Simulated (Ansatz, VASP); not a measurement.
# Two plane-wave programs on Zr

Contents of INCAR:

```
SYSTEM = Zr
ALGO = Normal ; EDIFF = 1E-6
ENCUT = 500 ; GGA = PE
GGA_COMPAT = .False. ; ISIF = 2
ISMEAR = 0 ; IVDW = 12
LASPH = .True. ; LCHARG = .True.
LELF = .True. ; LREAL = .False.
LVHAR = .True. ; LWAVE = .False.
NBANDS = 19 ; NELM = 120
PREC = Accurate ; SIGMA = 0.1
```

Contents of KPOINTS:

```
k-points
0
Gamma
  6 6 4
  0 0 0
```

The input POSCAR:

```
Zr
1.0
    3.2319982225      0.0000000000      0.0000000000
   -1.6159991112      2.7989925656      0.0000000000
    0.0000000000      0.0000000000      5.1470000000
Zr
2
Direct
    0.3333333333      0.6666666667      0.2500000000
    0.6666666667      0.3333333333      0.7500000000
```

Input for Ansatz:

```yaml
crystal:
  lattice:
    - [3.2319982225, 0.0, 0.0]
    - [-1.6159991112, 2.7989925656, 0.0]
    - [0.0, 0.0, 5.147]
  atoms:
    - { symbol: Zr, position: [0.3333333333, 0.6666666667, 0.25] }
    - { symbol: Zr, position: [0.6666666667, 0.3333333333, 0.75] }
basis:
  ecutwfc: 420
kpoints:
  mp_grid: { grid: [6, 6, 4] }
hamiltonian:
  xc: pbe
  dispersion: d3bj
scf:
  occupations: { method: gaussian, width: 0.1 }
output:
  forces: true
  stress: true
  eigenvalues: true
```

Alike in both runs: task single point; functional PBE; dispersion D3(BJ); k mesh 6 × 6 × 4; occupations gaussian, width 0.1 eV; no spin polarisation.

|  | VASP | Ansatz |
| --- | --- | --- |
| version | VASP 6.6.1 | Ansatz 0.2.0 |
| potentials or method | VASP PAW PBE potentials, release 64 (Zr_sv), cutoff 500 eV | scalar-relativistic, plane waves, PAW |
| valence electrons in the cell | 24 | 24 |

Ansatz gave:

```
gap on the k mesh at the Fermi level (eV)                     : none
pressure (GPa)                                                : -3.6
traceless stress, the component that is largest in VASP (GPa) : 0.53
```

Task: What did VASP give for the same quantities?

Result: gap on the k mesh at the Fermi level (eV): none; pressure (GPa): -3.5; traceless stress, the component that is largest in VASP (GPa): 0.54.

A gap of «none» marks a metal or a gap that the smearing closes.

The k mesh is coarse, so the values compare programs but aren't converged.
